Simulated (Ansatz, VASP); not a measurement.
This is a calculation of CdTe for Ansatz 0.2.0.

File input.yaml:

```yaml
crystal:
  lattice:
    - [0.0, 3.205, 3.205]
    - [3.205, 0.0, 3.205]
    - [3.205, 3.205, 0.0]
  atoms:
    - { symbol: Te, position: [0.75, 0.75, 0.75] }
    - { symbol: Cd, position: [0.0, 0.0, 0.0] }
kpoints:
  mp_grid: { grid: [7, 7, 7] }
scf:
  occupations: { method: fermi_dirac, width: 0.05 }
hamiltonian:
  xc: revpbe
  dispersion: d4
  pseudopotentials: { kind: all_electron, lapw: { basis_error: 0.001 } }
output:
  forces: true
  stress: true
relax:
  f_tol: 0.005
  max_steps: 60
  cell: {}
```

Potentials or basis: all-electron LAPW, scalar-relativistic.

The run is started by

```bash
$ ansatz run input.yaml --threads 1 --pin off --max-ram 3072MiB --backend cpu --events-out ev --progress --plain --runs-dir out
```

Problem. Set up the same calculation for VASP 6.6.1. Potentials there: VASP PAW PBE potentials, release 64 (Te, Cd).

Solution. As run (the cutoff follows the program's own potentials):

File INCAR:

```
ALGO     = Normal         # electronic algorithm
EDIFF    = 1E-6           # SCF threshold, eV
EDIFFG   = -0.005         # ionic threshold
ENCUT    = 600            # plane-wave cutoff, eV
GGA      = RE             # functional
IBRION   = 2              # ionic algorithm
ISIF     = 3              # what is computed and relaxed
ISMEAR   = -1             # smearing method
IVDW     = 13             # dispersion correction
LASPH    = True           # aspherical terms in the spheres
LCHARG   = False          # write CHGCAR
LREAL    = False          # projectors in reciprocal space
LWAVE    = False          # write WAVECAR
NELM     = 100            # most SCF steps
NSW      = 80             # ionic steps
PREC     = Accurate       # precision mode
SIGMA    = 0.05           # smearing width, eV
```

The input KPOINTS:

```
k-points
0
Gamma
  7 7 7
```

POSCAR

```
CdTe
1.0
    0.0000000000      3.2050000000      3.2050000000
    3.2050000000      0.0000000000      3.2050000000
    3.2050000000      3.2050000000      0.0000000000
Te Cd
1 1
Direct
    0.7500000000      0.7500000000      0.7500000000
    0.0000000000      0.0000000000      0.0000000000
```

Potentials or basis: VASP PAW PBE potentials, release 64 (Te, Cd).

Launch:

```sh
$ cat potpaw_PBE.64/Te/POTCAR potpaw_PBE.64/Cd/POTCAR > POTCAR
$ mpirun -np 1 vasp_std > vasp.out
```

Both were run:

|  | VASP | Ansatz | Ansatz less VASP |
| --- | --- | --- | --- |
| relaxed volume (Å³/atom) | 34.60 | 34.54 | -0.064 |
| relaxed cell length with the largest relative difference (Å) | 4.608 | 4.606 | -0.0029 |

VASP's potentials were made for PBE, not for revPBE. Ansatz ran all-electron here, and VASP with PAW potentials.

Neither program's run includes spin-orbit coupling.
